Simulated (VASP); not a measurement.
GaN (rocksalt type), 2 atoms in the cell. Symmetry: Fm-3m, No. 225, cubic system. Conventional cell: a = 4.309 Å, b = 4.309 Å, c = 4.309 Å, α = 90.00°, β = 90.00°, γ = 90.00°. Within 2.9 Å of Ga (site symmetry m-3m) lie 6 N at 2.15 Å. N (site symmetry m-3m) has 6 Ga at 2.15 Å within 2.9 Å. 

| Property | Result |
| --- | --- |
| Program | VASP 6.6.1 |
| Task | relaxation of cell and atoms |
| Functional | PBE |
| Potentials or basis | VASP PAW PBE potentials, release 64 (Ga_d, N) |
| Cutoff | 600 eV |
| k mesh | 15 × 15 × 15 |
| Occupations | fermi-dirac, width 0.1 eV |
| Spin | no spin polarisation |
| Dipole correction | no |
| Further INCAR settings | ALGO = Normal; EDIFF = 1e-07; IBRION = 2; EDIFFG = -0.005; NSW = 60; ISIF = 3 |

Potentials or basis: VASP PAW PBE potentials, release 64 (Ga_d, N).

The run is started by

```bash
$ cat potpaw_PBE.64/Ga_d/POTCAR potpaw_PBE.64/N/POTCAR > POTCAR
$ mpirun -np 1 vasp_std > vasp.out
```

Hardware: 1 thread of Intel Xeon 8259CL (shared host).

Q: How long does it take, and how much memory?

A: It took 73 s on 1 thread of Intel Xeon 8259CL (shared host), peak memory 0.18 GiB. Counts: scf iterations 29, k points 120, ion steps 3.
